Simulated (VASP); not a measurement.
The system is TaSi (rocksalt type).

```
Ta Si
1.0
     0.00000    2.17177    2.17177
     2.17177    0.00000    2.17177
     2.17177    2.17177    0.00000
Ta Si
1 1
Direct
  0.00000 0.00000 0.00000
  0.50000 0.50000 0.50000
```

Base run:

```yaml
Program: VASP 6.6.1
Functional: PBE
Potentials_or_basis: VASP PAW PBE potentials, release 64 (Ta_pv, Si)
Cutoff: 520 eV
k_mesh: 14 × 14 × 14
Occupations: fermi-dirac, width 0.05 eV
Spin: no spin polarisation
Hubbard_terms: Ta d U = 1.0 eV
```

Its results: band gap on the k mesh zero (an odd number of electrons rules out a gap without spin polarisation); pressure 221.9 GPa.

Task: The run is repeated on the same cell with these changes: hubbard terms from Ta d U = 1.0 eV to none. What comes out?

Result: Band gap on the k mesh zero (an odd number of electrons rules out a gap without spin polarisation); pressure 218.5 GPa.

Caveats: the cell stands under pressure; spin-orbit coupling is left out, which moves the levels of the heavy elements; U without spin polarisation on a metal has little footing (at least some runs); the U is typed as a test and isn't derived for this compound (at least some runs).
